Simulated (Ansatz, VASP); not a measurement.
# One calculation of PtSe2, two programs

```
CELL_PARAMETERS angstrom
3.71660 0.00000 0.00000
-1.85830 3.21867 0.00000
0.00000 0.00000 5.82973
ATOMIC_POSITIONS crystal
Pt 0.00000 0.00000 0.00000
Se 0.33333 0.66667 0.22497
Se 0.66667 0.33333 0.77503
```

Alike in both runs: task single point; functional r2SCAN; k mesh 8 × 8 × 4; occupations tetrahedron; no spin polarisation.

```csv
,VASP,Ansatz
version,VASP 6.6.1,Ansatz 0.2.0
potentials or method,"VASP PAW PBE potentials, release 64 (Pt, Se), cutoff 520 eV","scalar-relativistic, plane waves, PAW"
valence electrons in the cell,22,50
```

```csv
,VASP,Ansatz,Ansatz less VASP
gap on the k mesh at the Fermi level (eV),0.65,0.66,+0.014
pressure (GPa),0.1,0.0,-0.07
rms of the force components (eV/Å),0.005,0.000,-0.0047
```

VASP's potentials were made for PBE, not for r2SCAN. Atom by atom the forces differ by 0.005 eV/Å (rms over components). The functional is the same, so the differences come from potentials, cutoffs and numerics. VASP's potentials hold 22 valence electrons a cell and Ansatz's 50, so a difference there can come from the potentials and not from the codes. Ansatz's warnings: band table not solved further, tetrahedron derivatives may miss energy slope.

Neither program's run includes spin-orbit coupling.
